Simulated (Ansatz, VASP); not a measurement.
# LaTlO2: VASP beside Ansatz

```
Tl O La
1.0
    -2.54236    2.54236    5.87677
     2.54236   -2.54236    5.87677
     2.54236    2.54236   -5.87677
Tl O La
2 4 2
Direct
  0.75000 0.25000 0.50000
  0.00000 0.00000 0.00000
  0.45265 0.95265 0.50000
  0.70265 0.70265 0.00000
  0.04735 0.54735 0.50000
  0.29735 0.29735 0.00000
  0.25000 0.75000 0.50000
  0.50000 0.50000 0.00000
```

Alike in both runs: task single point; functional r2SCAN; k mesh 6 × 6 × 6; no spin polarisation.

```csv
,VASP,Ansatz
version,VASP 6.6.1,Ansatz 0.2.0
potentials or method,"VASP PAW PBE potentials, release 64 (Tl_d, O, La)","plane waves, PAW"
plane-wave cutoff (eV),520,500
occupations,"gaussian, width 0.01 eV",fixed
valence electrons in the cell,72,72
```

Ansatz gave:

* gap on the k mesh at the Fermi level (eV): 1.12
* pressure (GPa): 0.0
* rms of the force components (eV/Å): 0.000

Q: Which values does VASP return?

A: gap on the k mesh at the Fermi level (eV): 1.13; pressure (GPa): -0.2; rms of the force components (eV/Å): 0.006.

VASP's potentials were made for PBE, not for r2SCAN.

Neither program's run includes spin-orbit coupling.
